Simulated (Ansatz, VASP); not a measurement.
One calculation of AlN, two programs

```xyz
2
Lattice="0.0000 2.0345 2.0345 2.0345 0.0000 2.0345 2.0345 2.0345 0.0000" Properties=species:S:1:pos:R:3 pbc="T T T"
Al    2.0345    2.0345    2.0345
N     0.0000    0.0000    0.0000
```

Alike in both runs: task relaxation of cell and atoms; functional PBE0; k mesh 6 × 6 × 6; occupations fermi-dirac, width 0.05 eV; no spin polarisation.

|  | VASP | Ansatz |
| --- | --- | --- |
| version | VASP 6.6.1 | Ansatz 0.2.0 |
| potentials or method | VASP PAW PBE potentials, release 64 (Al, N) | Ansatz PAW |
| plane-wave cutoff (eV) | 600 | 420 |
| valence electrons in the cell | 8 | 8 |

|  | VASP | Ansatz | Ansatz less VASP |
| --- | --- | --- | --- |
| gap on the k mesh at the Fermi level, each at its own relaxed structure (eV) | 6.85 | 6.90 | +0.050 |
| relaxed volume (Å³/atom) | 8.19 | 8.18 | -0.003 |
| relaxed length of the cell vector where the two differ most in proportion (Å) | 2.850 | 2.850 | -0.0003 |

The k mesh is coarse, so the values compare programs but aren't converged. Noted on Ansatz's run: the plane-wave basis is chosen anew once the cell has moved, so the energies of steps on either side of that aren't comparable.
